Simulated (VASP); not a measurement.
# Ir (Fm-3m) in VASP: further runs

Ir is run at these levels: PBEsol; tasks: single point.

All numbers are computed with VASP 6.6.1; they aren't measurements. Logs are shortened: lines on timing, memory, paths and dates and some standing lists are left out, and cuts for length are marked.

## 1. The cell of the first run

The structure is cubic, space group Fm-3m (No. 225). The conventional cell has a = 3.954 Å, b = 3.954 Å, c = 3.954 Å, α = 90.00°, β = 90.00°, γ = 90.00°. Within 3.7 Å of Ir (site symmetry m-3m) lie 12 Ir at 2.80 Å.

## 2. Single point, PBEsol (volume scaled by 1.10)

INCAR

```
SYSTEM = Ir
ALGO = Fast
EDIFF = 1E-7
ENCUT = 520
GGA = PS
ISIF = 2
ISMEAR = 0
LASPH = .True.
LCHARG = .False.
LREAL = .False.
LWAVE = .False.
NBANDS = 10
NELM = 100
PREC = Accurate
SIGMA = 0.1
```

KPOINTS

```
k-points
0
Gamma
  18 18 18
  0 0 0
```

POSCAR

```
Ir
1.0
    0.0000000000      1.9769500290      1.9769500290
    1.9769500290      0.0000000000      1.9769500290
    1.9769500290      1.9769500290      0.0000000000
Ir
1
Direct
    0.0000000000      0.0000000000      0.0000000000
```

Potentials or basis: VASP PAW PBE potentials, release 64 (Ir).

Command:

```bash
cat potpaw_PBE.64/Ir/POTCAR > POTCAR
mpirun -np 1 vasp_std > vasp.out
```

OUTCAR:

```text
SYSTEM = Ir
   EDIFF = 1E-7
   ENCUT = 520
   GGA = PS
   ISIF = 2
   ISMEAR = 0
   LASPH = .True.
   LREAL = .False.
   NELM = 100
   PREC = Accurate

 ion  position               nearest neighbor table
   1  0.000  0.000  0.000-

  LATTYP: Found a face centered cubic cell.
 ALAT       =     3.9539000580

  Lattice vectors:

 A1 = (   0.0000000000,   1.9769500290,   1.9769500290)
 A2 = (   1.9769500290,   0.0000000000,   1.9769500290)
 A3 = (   1.9769500290,   1.9769500290,   0.0000000000)

Analysis of symmetry for initial positions (statically):
=====================================================================
 Subroutine PRICEL returns:
 Original cell was already a primitive cell.

 Routine SETGRP: Setting up the symmetry group for a
 face centered cubic supercell.

 Subroutine GETGRP returns: Found 48 space group operations
 (whereof 48 operations were pure point group operations)
 out of a pool of 48 trial point group operations.

The static configuration has the point symmetry O_h .

Analysis of symmetry for dynamics (positions and initial velocities):
=====================================================================
 Subroutine PRICEL returns:
 Original cell was already a primitive cell.

 Routine SETGRP: Setting up the symmetry group for a
 face centered cubic supercell.

 Subroutine GETGRP returns: Found 48 space group operations
 (whereof 48 operations were pure point group operations)
 out of a pool of 48 trial point group operations.

The dynamic configuration has the point symmetry O_h .

 Subroutine INISYM returns: Found 48 space group operations
 (whereof 48 operations are pure point group operations),
 and found     1 'primitive' translations

----------------------------------------------------------------------------------------

                                     Primitive cell

  volume of cell :      15.4532

  direct lattice vectors                    reciprocal lattice vectors
     0.000000000  1.976950029  1.976950029    -0.252914840  0.252914840  0.252914840
     1.976950029  0.000000000  1.976950029     0.252914840 -0.252914840  0.252914840
     1.976950029  1.976950029  0.000000000     0.252914840  0.252914840 -0.252914840

  length of vectors
     2.795829543  2.795829543  2.795829543     0.438061353  0.438061353  0.438061353

  position of ions in fractional coordinates (direct lattice)
     0.000000000  0.000000000  0.000000000

  ion indices of the primitive-cell ions
   primitive index   ion index
                 1           1

----------------------------------------------------------------------------------------

 KPOINTS: k-points

Automatic generation of k-mesh.
 Grid dimensions read from file:
 generate k-points for:   18   18   18

 Generating k-lattice:

  Cartesian coordinates                     Fractional coordinates (reciprocal lattice)
    -0.014050824  0.014050824  0.014050824     0.055555556  0.000000000  0.000000000
     0.014050824 -0.014050824  0.014050824     0.000000000  0.055555556  0.000000000
     0.014050824  0.014050824 -0.014050824     0.000000000  0.000000000  0.055555556

  Length of vectors
     0.024336742  0.024336742  0.024336742

  Shift w.r.t. Gamma in fractional coordinates (k-lattice)
     0.000000000  0.000000000  0.000000000

 Subroutine IBZKPT returns following result:
 ===========================================

 Found    195 irreducible k-points:

 Following reciprocal coordinates:
            Coordinates               Weight
  0.000000  0.000000  0.000000      1.000000
  0.055556  0.000000  0.000000      8.000000
  0.111111  0.000000  0.000000      8.000000
  0.166667  0.000000  0.000000      8.000000
  0.222222  0.000000  0.000000      8.000000
  0.277778  0.000000  0.000000      8.000000
[... 16 lines left out ...]
 -0.277778  0.055556  0.000000     24.000000
 -0.222222  0.055556  0.000000     24.000000
 [... further k-points ...]
   k-points           NKPTS =    195   k-points in BZ     NKDIM =    195   number of bands    NBANDS=     10
   number of dos      NEDOS =    301   number of ions     NIONS =      1
   total plane-waves  NPLWV =  13824
   dimension x,y,z NGX =    24 NGY =   24 NGZ =   24
   dimension x,y,z NGXF=    48 NGYF=   48 NGZF=   48
   ions per type =               1
   NGX,Y,Z   is equivalent  to a cutoff of  14.27, 14.27, 14.27 a.u.
   NGXF,Y,Z  is equivalent  to a cutoff of  28.54, 28.54, 28.54 a.u.
 SYSTEM =  Ir
   PREC   = accura    normal or accurate (medium, high low for compatibility)
   ISTART =      0    job   : 0-new  1-cont  2-samecut
   ICHARG =      2    charge: 1-file 2-atom 10-const
   ISPIN  =      1    spin polarized calculation?
   LNONCOLLINEAR =      F non collinear calculations
   LSORBIT =      F    spin-orbit coupling
   LASPH  =      T    aspherical Exc in radial PAW
   ENCUT  =  520.0 eV  38.22 Ry    6.18 a.u.   5.20  5.20  5.20*2*pi/ulx,y,z
   NELM   =    100;   NELMIN=  2; NELMDL= -5     # of ELM steps
   EDIFF  = 0.1E-06   stopping-criterion for ELM
   LREAL  =      F    real-space projection
   EDIFFG = 0.1E-05   stopping-criterion for IOM
   NSW    =      0    number of steps for IOM
   IBRION =     -1    ionic relax: 0-MD 1-quasi-New 2-CG
   NFREE  =      0    steps in history (QN), initial steepest desc. (CG)
   ISIF   =      2    stress and relaxation
   ISYM   =      2    0-nonsym 1-usesym 2-fastsym
   POTIM  = 0.5000    time-step for ionic-motion
   TEBEG  =    0.0;   TEEND  =   0.0 temperature during run
   PSTRESS=    0.0 pullay stress
   NELECT =       9.0000    total number of electrons
   NUPDOWN=      -1.0000    fix difference up-down
   EMIN   =  10.00;   EMAX   =-10.00  energy-range for DOS
   EFERMI =   0.00;   METHOD = LEGACY
   ISMEAR =     0;   SIGMA  =   0.10  broadening in eV -4-tet -1-fermi 0-gaus
   EFERMI_NEDOS =   21; number of points for ismear=-14 and -15
   IALGO  =     68    algorithm
   IMIX   =      4    mixing-type and parameters
     AMIX     =   0.40;   BMIX     =  1.00
     AMIX_MAG =   1.60;   BMIX_MAG =  1.00
  volume/ion in A,a.u.               =      15.45       104.28
  Fermi-wavevector in a.u.,A,eV,Ry     =   1.367152  2.583542 25.430693  1.869103
  Thomas-Fermi vector in A             =   2.493229
   LORBIT       =      0    0 simple, 1 ext, 2 COOP (PROOUT), +10 PAW based schemes
   GGA     = PS    functional components
   LHFCALC =     F    Hartree Fock is set to
   AEXX    =    0.0000 exact exchange contribution
   IVDW    =     0    specifies the selected vdW correction
   LEPSILON=     F    determine dielectric tensor
   LRPA    =     F    only Hartree local field effects (RPA)
 non-spin polarized calculation
 RMM-DIIS sequential band-by-band and
 Gauss-broadening in eV      SIGMA  =   0.10
  energy-cutoff  :      520.00
  volume of cell :       15.45
 maximum number of plane-waves:       444
 NGX is ok and might be reduce to    24
   NGX = 11   NGY = 11   NGZ = 11

 number of electron       9.0000000 magnetization

 Free energy of the ion-electron system (eV)
  ---------------------------------------------------
  ext. energy  EPLUGINS =         0.00000000
  ---------------------------------------------------
  free energy    TOTEN  =        -9.69011118 eV

  energy without entropy =       -9.68407629  energy(sigma->0) =       -9.68709373

 E-fermi :   8.7966     XC(G=0): -13.5879

 val. band max:        8.7827184273   @ k =   0.5000   0.3889   0.0556
 cond. band min:       8.7966866097   @ k =   0.5000   0.2222   0.1111
 fundamental gap:      0.0139681825
 Fermi energy:         8.7965971607

 k-point     1 :       0.0000    0.0000    0.0000
  band No.  band energies     occupation
      1      -1.4840      2.00000
      2       5.3663      2.00000
      3       5.3664      2.00000
      4       5.3664      2.00000
      5       7.7247      2.00000
      6       7.7247      2.00000
      7      23.2322      0.00000
      8      28.2864      0.00000
      9      28.2864      0.00000
     10      28.2864      0.00000

 k-point     2 :       0.0556    0.0000    0.0000
  band No.  band energies     occupation
      1      -1.3584      2.00000
      2       5.3029      2.00000
      3       5.4195      2.00000
      4       5.4195      2.00000
      5       7.6924      2.00000
      6       7.6924      2.00000
      7      23.4392      0.00000
      8      27.5614      0.00000
      9      28.4830      0.00000
     10      28.4830      0.00000

 k-point     3 :       0.1111    0.0000    0.0000
  band No.  band energies     occupation
      1      -0.9933      2.00000
      2       5.1389      2.00000
      3       5.5586      2.00000
      4       5.5586      2.00000
      5       7.6224      2.00000
      6       7.6224      2.00000
      7      24.0049      0.00000
      8      26.1223      0.00000
      9      29.0524      0.00000
     10      29.0524      0.00000

 k-point     4 :       0.1667    0.0000    0.0000
  band No.  band energies     occupation
      1      -0.4282      2.00000
      2       4.9492      2.00000
      3       5.7158      2.00000
      4       5.7158      2.00000
      5       7.5986      2.00000
      6       7.5986      2.00000
      7      24.5407      0.00000
      8      24.7363      0.00000
      9      29.9303      0.00000
     10      29.9303      0.00000

 k-point     5 :       0.2222    0.0000    0.0000
  band No.  band energies     occupation
      1       0.2514      2.00000
      2       4.8560      2.00000
      3       5.7842      2.00000
      4       5.7842      2.00000
      5       7.7409      2.00000
      6       7.7409      2.00000
      7      22.9145      0.00000
      8      25.1780      0.00000
      9      30.9597      0.00000
     10      30.9597      0.00000

 k-point     6 :       0.2778    0.0000    0.0000
  band No.  band energies     occupation
      1       0.8893      2.00000
      2       5.0348      2.00000
      3       5.7171      2.00000
      4       5.7172      2.00000
      5       8.0946      2.00000
      6       8.0946      2.00000
      7      21.1759      0.00000
      8      24.8484      0.00000
      9      31.3600      0.00000
     10      31.3662      0.00000

 k-point     7 :       0.3333    0.0000    0.0000
  band No.  band energies     occupation
      1       1.3084      2.00000
      2       5.5747      2.00000
      3       5.5747      2.00000
      4       5.6487      2.00000
      5       8.5737      1.99838
      6       8.5737      1.99838
      7      19.2940      0.00000
      8      24.0513      0.00000
      9      30.1875      0.00000
     10      30.1875      0.00000

 k-point     8 :       0.3889    0.0000    0.0000
  band No.  band energies     occupation
      1       1.4823      2.00000
      2       5.4305      2.00000
      3       5.4305      2.00000
      4       6.6484      2.00000
      5       9.0496      0.00035
      6       9.0496      0.00035
      7      17.3980      0.00000
      8      23.3361      0.00000
      9      28.9199      0.00000
     10      28.9199      0.00000

 k-point     9 :       0.4444    0.0000    0.0000
  band No.  band energies     occupation
      1       1.5243      2.00000
      2       5.3295      2.00000
      3       5.3295      2.00000
      4       7.6997      2.00000
      5       9.4004      0.00000
      6       9.4004      0.00000
      7      15.8180      0.00000
      8      22.8904      0.00000
      9      28.0606      0.00000
     10      28.0606      0.00000
[... 118 lines left out ...]
 k-point    19 :       0.5000    0.0556    0.0000
  band No.  band energies     occupation
      1       1.6320      2.00000
      2       5.2006      2.00000
      3       5.3879      2.00000
      4       7.6103      2.00000
      5       9.5379      0.00000
      6      10.0907      0.00000
      7      15.1790      0.00000
      8      22.9519      0.00000
      9      27.5465      0.00000
     10      27.5905      0.00000

 k-point    20 :      -0.4444    0.0556    0.0000
  band No.  band energies     occupation
      1       1.6323      2.00000
      2       5.2254      2.00000
      3       5.3875      2.00000
      4       7.5054      2.00000
      5       9.3650      0.00000
      6      10.0927      0.00000
      7      15.4276      0.00000
      8      22.9998      0.00000
      9      27.3374      0.00000
     10      28.0053      0.00000

 k-point    21 :      -0.3889    0.0556    0.0000
  band No.  band energies     occupation
      1       1.6130      2.00000
      2       5.3222      2.00000
      3       5.4587      2.00000
      4       6.7278      2.00000
      5       8.9701      0.01412
      6       9.7168      0.00000
      7      16.8213      0.00000
      8      23.3319      0.00000
      9      27.6729      0.00000
     10      28.9835      0.00000

 k-point    22 :      -0.3333    0.0556    0.0000
  band No.  band energies     occupation
      1       1.5000      2.00000
      2       5.4634      2.00000
      3       5.5896      2.00000
      4       5.7729      2.00000
      5       8.4459      2.00000
      6       9.2222      0.00000
      7      18.6893      0.00000
      8      23.9396      0.00000
      9      28.4264      0.00000
     10      30.4381      0.00000

 k-point    23 :      -0.2778    0.0556    0.0000
  band No.  band energies     occupation
      1       1.1694      2.00000
      2       5.0458      2.00000
      3       5.6512      2.00000
      4       5.7470      2.00000
      5       7.9080      2.00000
      6       8.6949      1.84965
      7      20.6287      0.00000
      8      24.7283      0.00000
      9      29.3330      0.00000
     10      31.8124      0.00000

 k-point    24 :      -0.2222    0.0556    0.0000
  band No.  band energies     occupation
      1       0.5843      2.00000
      2       4.7698      2.00000
      3       5.7766      2.00000
      4       5.8587      2.00000
      5       7.4885      2.00000
      6       8.2279      2.00000
      7      22.4337      0.00000
      8      25.2920      0.00000
      9      29.7830      0.00000
     10      31.1181      0.00000

 [... further k-points ...]
[... 5 lines left out ...]
  --------------------------------------------------------------------------------------
  -------------------------------------------------------------------------------------
  Total       -2.7511254     -2.7511254     -2.7511254      0.0000000      0.0000000     -0.0000000
  in kB     -285.2357116   -285.2357116   -285.2357116      0.0000000      0.0000000     -0.0000000
  external PRESSURE =    -285.2357116 kB  Pullay stress =       0.0000000 kB

 VOLUME and BASIS-vectors are now :
 -----------------------------------------------------------------------------
  energy-cutoff  :      520.00
  volume of cell :       15.45
      direct lattice vectors                 reciprocal lattice vectors
     0.000000000  1.976950029  1.976950029    -0.252914840  0.252914840  0.252914840
     1.976950029  0.000000000  1.976950029     0.252914840 -0.252914840  0.252914840
     1.976950029  1.976950029  0.000000000     0.252914840  0.252914840 -0.252914840

 POSITION                                       TOTAL-FORCE (eV/Angst)
 -----------------------------------------------------------------------------------
      0.00000      0.00000      0.00000         0.000000      0.000000      0.000000
 -----------------------------------------------------------------------------------
    total drift:                               -0.000000      0.000000      0.000000

  FREE ENERGIE OF THE ION-ELECTRON SYSTEM (eV)
  ---------------------------------------------------
  free  energy   TOTEN  =        -9.6901111759 eV

  energy  without entropy=       -9.6840762897  energy(sigma->0) =       -9.68709373
```

Wall time 53 s (1 thread of Intel Xeon 8259CL, shared host); peak memory 0.17 GiB.

What came out:

```yaml
Free_energy: -9.6901 eV
Pressure: -28.5 GPa
```

Caveat: the PAW data sets were made with another functional, which shifts forces and pressure a little; spin-orbit coupling is left out, which moves the levels of the heavy elements.

(Part 1 of 2 ends here.)
